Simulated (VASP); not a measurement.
# H (P4/mmm) in VASP: further runs, part 2 of 2

VASP 6.6.1.

**5. Single point, LDA (strain +0.000 along x and y, -0.050 along z)**

File INCAR:

```
PREC     = Accurate       # precision mode
ENCUT    = 520            # plane-wave cutoff, eV
EDIFF    = 1E-6           # SCF threshold, eV
ISMEAR   = 0              # smearing method
SIGMA    = 0.05           # smearing width, eV
LREAL    = False          # projectors in reciprocal space
LASPH    = True           # aspherical terms in the spheres
NELM     = 100            # most SCF steps
ALGO     = Normal         # electronic algorithm
ISIF     = 2              # what is computed and relaxed
LWAVE    = False          # write WAVECAR
LCHARG   = False          # write CHGCAR
GGA      = CA             # functional
NBANDS   = 6              # bands
```

File KPOINTS:

```
regular mesh
0
Gamma
  10 10 26
```

File POSCAR:

```
H
1.0
    2.6496387389      0.0000000000      0.0000000000
    0.0000000000      2.6496387389      0.0000000000
    0.0000000000      0.0000000000      0.9314682740
H
1
Direct
    0.0000000000      0.0000000000      0.5000000000
```

Potentials or basis: VASP PAW LDA potentials, release 64 (H).

Run with:

```sh
$ cat potpaw_LDA.64/H/POTCAR > POTCAR
$ mpirun -np 1 vasp_std > vasp.out
```

OUTCAR:

```text
PREC = Accurate
   ENCUT = 520
   EDIFF = 1E-6
   ISMEAR = 0
   LREAL = False
   LASPH = True
   NELM = 100
   ISIF = 2
   GGA = CA

 ion  position               nearest neighbor table
   1  0.000  0.000  0.500-

  LATTYP: Found a simple tetragonal cell.
 ALAT       =     2.6496387389
 C/A-ratio  =     0.3515453863

  Lattice vectors:

 A1 = (   2.6496387389,   0.0000000000,   0.0000000000)
 A2 = (   0.0000000000,   2.6496387389,   0.0000000000)
 A3 = (   0.0000000000,   0.0000000000,   0.9314682740)

Analysis of symmetry for initial positions (statically):
=====================================================================
 Subroutine PRICEL returns:
 Original cell was already a primitive cell.

 Routine SETGRP: Setting up the symmetry group for a
 simple tetragonal supercell.

 Subroutine GETGRP returns: Found 16 space group operations
 (whereof 16 operations were pure point group operations)
 out of a pool of 16 trial point group operations.

The static configuration has the point symmetry D_4h.

Analysis of symmetry for dynamics (positions and initial velocities):
=====================================================================
 Subroutine PRICEL returns:
 Original cell was already a primitive cell.

 Routine SETGRP: Setting up the symmetry group for a
 simple tetragonal supercell.

 Subroutine GETGRP returns: Found 16 space group operations
 (whereof 16 operations were pure point group operations)
 out of a pool of 16 trial point group operations.

The dynamic configuration has the point symmetry D_4h.

 Subroutine INISYM returns: Found 16 space group operations
 (whereof 16 operations are pure point group operations),
 and found     1 'primitive' translations

----------------------------------------------------------------------------------------

                                     Primitive cell
[... 106 lines left out ...]
   IALGO  =     38    algorithm
   IMIX   =      4    mixing-type and parameters
     AMIX     =   0.40;   BMIX     =  1.00
     AMIX_MAG =   1.60;   BMIX_MAG =  1.00
  volume/ion in A,a.u.               =       6.54        44.13
  Fermi-wavevector in a.u.,A,eV,Ry     =   0.875443  1.654347 10.427503  0.766400
  Thomas-Fermi vector in A             =   1.995114
   LORBIT       =      0    0 simple, 1 ext, 2 COOP (PROOUT), +10 PAW based schemes
   GGA     = CA    functional components
   LHFCALC =     F    Hartree Fock is set to
   AEXX    =    0.0000 exact exchange contribution
   IVDW    =     0    specifies the selected vdW correction
   LEPSILON=     F    determine dielectric tensor
   LRPA    =     F    only Hartree local field effects (RPA)
 non-spin polarized calculation
 Gauss-broadening in eV      SIGMA  =   0.05
  energy-cutoff  :      520.00
  volume of cell :        6.54
 maximum number of plane-waves:       188
 NGX is ok and might be reduce to    20
   NGX =  9   NGY =  9   NGZ =  3

 number of electron       0.9999999 magnetization

 Free energy of the ion-electron system (eV)
  ---------------------------------------------------
  ext. energy  EPLUGINS =         0.00000000
  ---------------------------------------------------
  free energy    TOTEN  =        -3.10508779 eV

  energy without entropy =       -3.10508779  energy(sigma->0) =       -3.10508779

 E-fermi :  -0.9878     XC(G=0):  -7.4690

 val. band max:       -1.2296503965   @ k =   0.5000   0.5000   0.2308
 cond. band min:      -0.5385566140   @ k =   0.0000   0.0000   0.2692
 fundamental gap:      0.6910937825
 Fermi energy:        -0.9878061969

 k-point     1 :       0.0000    0.0000    0.0000
  band No.  band energies     occupation
      1     -12.9928      2.00000
      2       7.5601      0.00000
      3      13.7268      0.00000
      4      13.7268      0.00000
      5      16.4983      0.00000
      6      34.0736      0.00000
[... 199 lines left out ...]
 k-point    24 :       0.2000    0.0000    0.0385
  band No.  band energies     occupation
      1     -12.2998      2.00000
      2       4.8483      0.00000
      3      13.1043      0.00000
      4      14.7169      0.00000
      5      23.3052      0.00000
      6      27.8756      0.00000

 [... further k-points ...]

------------------------ aborting loop because EDIFF is reached ----------------------------------------

  FORCE on cell =-STRESS in cart. coord.  units (eV):
  Direction    XX          YY          ZZ          XY          YZ          ZX
  --------------------------------------------------------------------------------------
  -------------------------------------------------------------------------------------
  Total       -0.0122810     -0.0122810      0.9502004      0.0000000      0.0000000      0.0000000
  in kB       -3.0088610     -3.0088610    232.8007501      0.0000000      0.0000000      0.0000000
  external PRESSURE =      75.5943427 kB  Pullay stress =       0.0000000 kB

 VOLUME and BASIS-vectors are now :
 -----------------------------------------------------------------------------
  energy-cutoff  :      520.00
  volume of cell :        6.54
      direct lattice vectors                 reciprocal lattice vectors
     2.649638739  0.000000000  0.000000000     0.377409941  0.000000000  0.000000000
     0.000000000  2.649638739  0.000000000     0.000000000  0.377409941  0.000000000
     0.000000000  0.000000000  0.931468274     0.000000000  0.000000000  1.073573870

 POSITION                                       TOTAL-FORCE (eV/Angst)
 -----------------------------------------------------------------------------------
      0.00000      0.00000      0.46573         0.000000      0.000000      0.000000
 -----------------------------------------------------------------------------------
    total drift:                               -0.000000      0.000000     -0.000000

  FREE ENERGIE OF THE ION-ELECTRON SYSTEM (eV)
  ---------------------------------------------------
  free  energy   TOTEN  =        -3.1050877873 eV

  energy  without entropy=       -3.1050877873  energy(sigma->0) =       -3.10508779
```

Wall time 4.8 s (1 thread of Intel Xeon 6975P-C (Granite Rapids), shared host); peak memory 0.1 GiB.

Results:

```yaml
Free_energy: -3.1051 eV
Pressure: 7.6 GPa
```

Stress tensor (GPa, compression positive):
```
-0.30  0.00  0.00
 0.00 -0.30  0.00
 0.00  0.00 23.28
```

Caveat: the cell differs from its parent crystal (strain +0.000 along x and y, -0.050 along z).

**6. Overview**

```csv
cell,gap on the mesh (eV),pressure (GPa)
"a = 2.583, b = 2.583, c = 0.931 Å, 1 atom",none,8.2
"a = 2.583, b = 2.583, c = 0.956 Å, 1 atom",none,4.7
"a = 2.517, b = 2.517, c = 1.030 Å, 1 atom",none,-3.7
"a = 2.650, b = 2.650, c = 0.931 Å, 1 atom",none,7.6
```

Alike in all rows: task single point; level LDA; potentials or basis VASP PAW LDA potentials, release 64 (H); no spin polarisation; k mesh 10 × 10 × 26; cutoff (eV) 520; smearing gaussian 0.05 eV.

Absolute energies hang on the potentials; compare differences alone.
